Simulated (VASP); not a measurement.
Write the native input for VASP 6.6.1 that does the following.

```
Task                   : single point
Functional             : LDA
Potentials or basis    : VASP PAW LDA potentials, release 64 (Zn)
Cutoff                 : 520 eV
k mesh                 : 16 × 16 × 16
Occupations            : fermi-dirac, width 0.1 eV
Spin                   : no spin polarisation
Dipole correction      : no
Further INCAR settings : ALGO = Normal; EDIFF = 1e-06; NBANDS = 12
```

The structure of Zn lies in POSCAR:

```
Zn
1.0
   -1.4860006247      1.4860006247      1.4860006247
    1.4860006247     -1.4860006247      1.4860006247
    1.4860006247      1.4860006247     -1.4860006247
Zn
1
Direct
    0.0000000000      0.0000000000      0.0000000000
```

This cell differs from its parent crystal: volume scaled by 0.96.

The input as run:

INCAR

```
PREC = Accurate ; ENCUT = 520
EDIFF = 1E-6 ; ISMEAR = -1
SIGMA = 0.1 ; LREAL = False
LASPH = True ; NELM = 100
ALGO = Normal ; ISIF = 2
LWAVE = False ; LCHARG = False
GGA = CA ; NBANDS = 12
```

KPOINTS

```
regular mesh
0
Gamma
  16 16 16
```

Potentials or basis: VASP PAW LDA potentials, release 64 (Zn).

Launch:

```console
$ cat potpaw_LDA.64/Zn/POTCAR > POTCAR
$ mpirun -np 1 vasp_std > vasp.out
```

It gave:

| Item | Value |
| --- | --- |
| Pressure | 5.3 GPa |
| Band gap on the k mesh | zero (band 6 reaches 8.56 eV, above the bottom of band 7 at 3.42 eV) |

Wall time 9 s on 1 thread of Intel Xeon 6975P-C, with other jobs on the host, peak memory 0.13 GiB.
